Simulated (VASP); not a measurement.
# WS2 (R3m) in VASP: further runs

The runs below take WS2 through single point, with PBE+D3(BJ).

All numbers are computed with VASP 6.6.1; they aren't measurements. Logs are shortened: lines on timing, memory, paths and dates and some standing lists are left out, and cuts for length are marked.

### 1 The cell of the first run

It takes space group R3m (No. 160, trigonal). Conventional cell: a = 3.220 Å, b = 3.220 Å, c = 19.858 Å, α = 90.00°, β = 90.00°, γ = 120.00°. Within 3.3 Å of W (site symmetry 3m) lie 6 S at 2.53 to 2.54 Å and 6 W at 3.22 Å. S (site symmetry 3m) has 3 W at 2.53 Å and 6 S at 3.22 Å within 3.3 Å. S (site symmetry 3m) has 3 W at 2.54 Å and 6 S at 3.22 Å within 3.3 Å.

### 2 Single point, PBE+D3(BJ)

File INCAR:

```
SYSTEM = WS2
ALGO = Normal ; EDIFF = 1E-6
ENCUT = 520 ; GGA = PE
ISIF = 2 ; ISMEAR = 0
IVDW = 12 ; LASPH = .True.
LCHARG = .False. ; LREAL = .False.
LWAVE = .False. ; NBANDS = 20
NELM = 80 ; PREC = Accurate
SIGMA = 0.05
```

File KPOINTS:

```
k-points
0
Gamma
  12 12 12
  0 0 0
```

File POSCAR:

```
WS2
1.0
    1.6101500000      0.9296205359      6.6193666667
   -1.6101500000      0.9296205359      6.6193666667
    0.0000000000     -1.8592410719      6.6193666667
W S
1 2
Direct
    0.9993440419      0.9993440419      0.9993440419
    0.7527816504      0.7527816504      0.7527816504
    0.5791743077      0.5791743077      0.5791743077
```

Potentials or basis: VASP PAW PBE potentials, release 64 (W_sv, S).

Launch:

```console
cat potpaw_PBE.64/W_sv/POTCAR potpaw_PBE.64/S/POTCAR > POTCAR
mpirun -np 1 vasp_std > vasp.out
```

OUTCAR:

```text
SYSTEM = WS2
   EDIFF = 1E-6
   ENCUT = 520
   GGA = PE
   ISIF = 2
   ISMEAR = 0
   IVDW = 12
   LASPH = .True.
   LREAL = .False.
   NELM = 80
   PREC = Accurate
 IVDW          = 12

 ion  position               nearest neighbor table
   1  0.999  0.999  0.999-   2 2.53   2 2.53   2 2.53   3 2.54   3 2.54   3 2.54
   2  0.753  0.753  0.753-   1 2.53   1 2.53   1 2.53
   3  0.579  0.579  0.579-   1 2.54   1 2.54   1 2.54

  LATTYP: Found a trigonal (rhomboedric) cell.
 ALAT       =     6.8755212480
 COS(alpha) =     0.8903139464

  Lattice vectors:

 A1 = (   1.6101500000,   0.9296205359,   6.6193666667)
 A2 = (  -1.6101500000,   0.9296205359,   6.6193666667)
 A3 = (   0.0000000000,  -1.8592410719,   6.6193666667)

Analysis of symmetry for initial positions (statically):
=====================================================================
 Subroutine PRICEL returns:
 Original cell was already a primitive cell.

 Routine SETGRP: Setting up the symmetry group for a
 trigonal (rhombohedral) supercell.

 Subroutine GETGRP returns: Found  6 space group operations
 (whereof  6 operations were pure point group operations)
 out of a pool of 12 trial point group operations.

The static configuration has the point symmetry C_3v.

Analysis of symmetry for dynamics (positions and initial velocities):
=====================================================================
 Subroutine PRICEL returns:
 Original cell was already a primitive cell.

 Routine SETGRP: Setting up the symmetry group for a
 trigonal (rhombohedral) supercell.

 Subroutine GETGRP returns: Found  6 space group operations
 (whereof  6 operations were pure point group operations)
 out of a pool of 12 trial point group operations.

The dynamic configuration has the point symmetry C_3v.

 Subroutine INISYM returns: Found  6 space group operations
 (whereof  6 operations are pure point group operations),
 and found     1 'primitive' translations

----------------------------------------------------------------------------------------

                                     Primitive cell

  volume of cell :      59.4483

  direct lattice vectors                    reciprocal lattice vectors
     1.610150000  0.929620536  6.619366667     0.310530075  0.179284622  0.050357285
    -1.610150000  0.929620536  6.619366667    -0.310530075  0.179284622  0.050357285
[... 85 lines left out ...]
   ENCUT  =  520.0 eV  38.22 Ry    6.18 a.u.  12.78 12.78 12.78*2*pi/ulx,y,z
   NELM   =     80;   NELMIN=  2; NELMDL= -5     # of ELM steps
   EDIFF  = 0.1E-05   stopping-criterion for ELM
   LREAL  =      F    real-space projection
   EDIFFG = 0.1E-04   stopping-criterion for IOM
   NSW    =      0    number of steps for IOM
   IBRION =     -1    ionic relax: 0-MD 1-quasi-New 2-CG
   NFREE  =      0    steps in history (QN), initial steepest desc. (CG)
   ISIF   =      2    stress and relaxation
   ISYM   =      2    0-nonsym 1-usesym 2-fastsym
   POTIM  = 0.5000    time-step for ionic-motion
   TEBEG  =    0.0;   TEEND  =   0.0 temperature during run
   PSTRESS=    0.0 pullay stress
   NELECT =      26.0000    total number of electrons
   NUPDOWN=      -1.0000    fix difference up-down
   EMIN   =  10.00;   EMAX   =-10.00  energy-range for DOS
   EFERMI =   0.00;   METHOD = LEGACY
   ISMEAR =     0;   SIGMA  =   0.05  broadening in eV -4-tet -1-fermi 0-gaus
   EFERMI_NEDOS =   21; number of points for ismear=-14 and -15
   IALGO  =     38    algorithm
   IMIX   =      4    mixing-type and parameters
     AMIX     =   0.40;   BMIX     =  1.00
     AMIX_MAG =   1.60;   BMIX_MAG =  1.00
  volume/ion in A,a.u.               =      19.82       133.73
  Fermi-wavevector in a.u.,A,eV,Ry     =   1.242661  2.348289 21.010206  1.544207
  Thomas-Fermi vector in A             =   2.377006
   LORBIT       =      0    0 simple, 1 ext, 2 COOP (PROOUT), +10 PAW based schemes
   GGA     = PE    functional components
   LHFCALC =     F    Hartree Fock is set to
   AEXX    =    0.0000 exact exchange contribution
   IVDW    =    12    specifies the selected vdW correction
   LEPSILON=     F    determine dielectric tensor
   LRPA    =     F    only Hartree local field effects (RPA)
 non-spin polarized calculation
 Gauss-broadening in eV      SIGMA  =   0.05
  energy-cutoff  :      520.00
  volume of cell :       59.45
 maximum number of plane-waves:      1624
 NGX is ok and might be reduce to    54
   NGX = 25   NGY = 25   NGZ = 25

 number of electron      26.0000001 magnetization

 Free energy of the ion-electron system (eV)
  ---------------------------------------------------
  ext. energy  EPLUGINS =         0.00000000
  ---------------------------------------------------
  free energy    TOTEN  =       -23.19755376 eV

  energy without entropy =      -23.19755376  energy(sigma->0) =      -23.19755376

 E-fermi :   6.0017     XC(G=0): -10.4468

 val. band max:        5.6410429026   @ k =  -0.1667   0.5000   0.1667
 cond. band min:       6.8027961950   @ k =  -0.1667   0.1667   0.0000
 fundamental gap:      1.1617532925
 Fermi energy:         6.0017328871

 k-point     1 :       0.0000    0.0000    0.0000
  band No.  band energies     occupation
      1     -68.6951      2.00000
      2     -32.8473      2.00000
      3     -32.6945      2.00000
      4     -32.6945      2.00000
      5      -8.5867      2.00000
      6      -7.2481      2.00000
[... 541 lines left out ...]
     19      13.4108      0.00000
     20      14.4007      0.00000

 [... further k-points ...]

------------------------ aborting loop because EDIFF is reached ----------------------------------------

 Edisp (eV)   -1.14074

 E8    (eV) :    -0.4791

  FORCE on cell =-STRESS in cart. coord.  units (eV):
  Direction    XX          YY          ZZ          XY          YZ          ZX
  --------------------------------------------------------------------------------------
  -------------------------------------------------------------------------------------
  Total      -4.70826    -4.70826    -9.65842     0.00000     0.00000    -0.00000
  in kB    -126.89111  -126.89111  -260.30173     0.00000     0.00000    -0.00000
  external pressure =     -171.36 kB  Pullay stress =        0.00 kB

 VOLUME and BASIS-vectors are now :
 -----------------------------------------------------------------------------
  energy-cutoff  :      520.00
  volume of cell :       59.45
      direct lattice vectors                 reciprocal lattice vectors
     1.610150000  0.929620536  6.619366667     0.310530075  0.179284622  0.050357285
    -1.610150000  0.929620536  6.619366667    -0.310530075  0.179284622  0.050357285
     0.000000000 -1.859241072  6.619366667     0.000000000 -0.358569245  0.050357285

 POSITION                                       TOTAL-FORCE (eV/Angst)
 -----------------------------------------------------------------------------------
      0.00000     -0.00000     19.84507         0.000000      0.000000     -0.001805
      0.00000     -0.00000     14.94881         0.000000      0.000000     -2.604703
      0.00000     -0.00000     11.50130         0.000000     -0.000000      2.606508
 -----------------------------------------------------------------------------------
    total drift:                               -0.000000      0.000000      0.000232

  FREE ENERGIE OF THE ION-ELECTRON SYSTEM (eV)
  ---------------------------------------------------
  free  energy   TOTEN  =       -24.3382929169 eV

  energy  without entropy=      -24.3382929169  energy(sigma->0) =      -24.33829292
```

OSZICAR:

```text
N       E                     dE             d eps       ncg     rms          rms(c)
DAV:   1     0.195653335907E+03    0.19565E+03   -0.12822E+04  7560   0.127E+03
DAV:   2    -0.142478580459E+02   -0.20990E+03   -0.20318E+03  8900   0.335E+02
DAV:   3    -0.246974975445E+02   -0.10450E+02   -0.10315E+02  9476   0.698E+01
DAV:   4    -0.248607983345E+02   -0.16330E+00   -0.16318E+00  9328   0.944E+00
DAV:   5    -0.248636284080E+02   -0.28301E-02   -0.28299E-02  9480   0.131E+00    0.205E+01
DAV:   6    -0.236052161635E+02    0.12584E+01   -0.11053E+01  8276   0.195E+01    0.874E+00
DAV:   7    -0.232871379152E+02    0.31808E+00   -0.33355E+00  8112   0.931E+00    0.511E+00
DAV:   8    -0.231979546777E+02    0.89183E-01   -0.45615E-01  8700   0.425E+00    0.111E+00
DAV:   9    -0.231979703081E+02   -0.15630E-04   -0.16074E-02  9032   0.823E-01    0.546E-01
DAV:  10    -0.231976074831E+02    0.36282E-03   -0.47645E-03  8600   0.514E-01    0.766E-02
DAV:  11    -0.231975403227E+02    0.67160E-04   -0.70157E-04  8668   0.184E-01    0.681E-02
DAV:  12    -0.231975444309E+02   -0.41081E-05   -0.13345E-04  8728   0.735E-02    0.168E-02
DAV:  13    -0.231975534805E+02   -0.90496E-05   -0.29057E-05  8392   0.354E-02    0.435E-03
DAV:  14    -0.231975537579E+02   -0.27741E-06   -0.25199E-06  8284   0.936E-03
   1 F= -.24338293E+02 E0= -.24338293E+02  d E =-.920614E-26
```

stdout:

```text
POSCAR found type information on POSCAR W S
 POSCAR found :  2 types and       3 ions
 scaLAPACK will be used
 LDA part: xc-table for (Slater+PW92), standard interpolation
 POSCAR, INCAR and KPOINTS ok, starting setup
 FFT: planning ... GRIDC
 FFT: planning ... GRID_SOFT
 FFT: planning ... GRID
 WAVECAR not read
 entering main loop
```

Wall time 7.1 min (1 thread of Intel Xeon 6975P-C (Granite Rapids), shared host); peak memory 0.49 GiB.

What came out:

```
Free energy                : -24.3383 eV
Pressure                   : -17.1 GPa
Largest force              : 2.607 eV/Å
Band gap on the k mesh     : 1.16 eV (least direct gap 1.96 eV)
Dispersion energy per atom : -0.380 eV
```

Forces in eV/Å, atoms in the order of the input:
```
W    0.000  0.000 -0.002
S    0.000  0.000 -2.605
S    0.000  0.000  2.607
```

Caveat: the stress differs along the axes, from -26 to -13 GPa; spin-orbit coupling is left out, which moves the levels of the heavy elements; forces of over 1 eV/Å act on the atoms, so gaps and moduli don't describe the material at rest. A k mesh can miss the band edges.

### 3 Single point, PBE+D3(BJ)

This run uses another cell than the first one, of 19.88 Å³/atom.

File INCAR:

```
SYSTEM = WS2
ALGO = Normal ; EDIFF = 1E-7
ENCUT = 520 ; GGA = PE
ISIF = 2 ; ISMEAR = 0
IVDW = 12 ; LASPH = .True.
LCHARG = .True. ; LELF = .True.
LREAL = .False. ; LVHAR = .True.
LWAVE = .False. ; NBANDS = 20
NELM = 60 ; PREC = Accurate
SIGMA = 0.05
```

KPOINTS is that of step 2.

File POSCAR:

```
WS2
1.0
    1.5785988138      0.9114044501      6.9092666667
   -1.5785988138      0.9114044501      6.9092666667
    0.0000000000     -1.8228089002      6.9092666667
W S
1 2
Direct
    0.9993440419      0.9993440419      0.9993440419
    0.7527816504      0.7527816504      0.7527816504
    0.5791743077      0.5791743077      0.5791743077
```

Potentials or basis: VASP PAW PBE potentials, release 64 (W_sv, S).

Launch:

```console
cat potpaw_PBE.64/W_sv/POTCAR potpaw_PBE.64/S/POTCAR > POTCAR
mpirun -np 1 vasp_std > vasp.out
```

Run time: 10 min. Hardware: 1 thread of Intel Xeon 6975P-C (Granite Rapids), shared host; peak memory 0.48 GiB.

Results (log left out):

```yaml
Free_energy: -24.0291 eV
Pressure: -17.4 GPa
Largest_force: 3.225 eV/Å
Band_gap_on_the_k_mesh: 0.92 eV (least direct gap 1.64 eV)
Dispersion_energy_per_atom: -0.379 eV
```

Forces on the atoms (eV/Å):
```
W    0.000  0.000 -0.003
S    0.000  0.000 -3.222
S    0.000  0.000  3.225
```

Stress tensor (GPa, compression positive):
```
 -9.51   0.00   0.00
  0.00  -9.51   0.00
  0.00   0.00 -33.33
```

Levels at points of the mesh, in eV from the valence-band top:
```tsv
k point	band 10	band 11	band 12	band 13	band 14	band 15	band 16	band 17
(0.00, 0.00, 0.00)	-1.71	-1.28	-0.66	-0.66	2.47	2.47	2.75	2.75
(0.50, 0.00, 0.00)	-2.46	-2.44	-1.16	-0.58	2.62	3.07	3.61	3.64
(0.50, 0.50, 0.00)	-2.80	-2.41	-1.00	-0.71	2.82	3.06	3.31	3.84
(0.50, 0.50, 0.50)	-1.72	-0.64	-0.64	-0.43	2.40	2.40	2.80	2.80
```

Caveat: the stress differs along the axes, from -33 to -10 GPa; spin-orbit coupling is left out, which moves the levels of the heavy elements; forces of over 1 eV/Å act on the atoms, so gaps and moduli don't describe the material at rest.

(Continued in part 2 of 3.)
